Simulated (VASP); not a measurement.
Set up this calculation in VASP 6.6.1, as the native input.

```yaml
Task: single point
Functional: PBE
Potentials_or_basis: VASP PAW PBE potentials, release 64 (Be, Se)
Cutoff: 520 eV
k_mesh: 4 × 4 × 6
Occupations: gaussian, width 0.1 eV
Spin: no spin polarisation
Dipole_correction: no
Further_INCAR_settings: ALGO = Normal; EDIFF = 1e-07; NBANDS = 19
```

The structure of Be2Se lies in POSCAR:

```
Be2Se
1.0
    4.6892886736      0.0000000000      0.0000000000
    0.0000000000      5.7096575492      0.0000000000
    0.0000000000      0.0000000000      3.5091495371
Be Se
4 2
Direct
    0.3198094181      0.8978538143      0.5000000000
    0.8198094181      0.6021461857      0.0000000000
    0.6801905819      0.1021461857      0.5000000000
    0.1801905819      0.3978538143      0.0000000000
    0.5000000000      0.5000000000      0.5000000000
    0.0000000000      0.0000000000      0.0000000000
```

One way to write it, as run:

INCAR

```
PREC     = Accurate       # precision mode
ENCUT    = 520            # plane-wave cutoff, eV
EDIFF    = 1E-7           # SCF threshold, eV
ISMEAR   = 0              # smearing method
SIGMA    = 0.1            # smearing width, eV
LREAL    = False          # projectors in reciprocal space
LASPH    = True           # aspherical terms in the spheres
NELM     = 100            # most SCF steps
ALGO     = Normal         # electronic algorithm
ISIF     = 2              # what is computed and relaxed
LWAVE    = False          # write WAVECAR
LCHARG   = True           # write CHGCAR
GGA      = PE             # functional
LELF     = True           # ELF
LVHAR    = True         
NBANDS   = 19             # bands
```

KPOINTS

```
Automatic mesh
0
Gamma
  4 4 6
```

Potentials or basis: VASP PAW PBE potentials, release 64 (Be, Se).

Launch:

```bash
$ cat potpaw_PBE.64/Be/POTCAR potpaw_PBE.64/Se/POTCAR > POTCAR
$ mpirun -np 1 vasp_std > vasp.out
```

Results of the run:

* Pressure: 0.3 GPa
* Largest force: 0.021 eV/Å
* Band gap on the k mesh: zero (band 10 reaches 5.08 eV, above the bottom of band 11 at 4.77 eV)

Run time: 32 s on 1 thread of Intel(R) Xeon(R) 6975P-C (Granite Rapids), with other jobs on the host, peak memory 0.22 GiB.
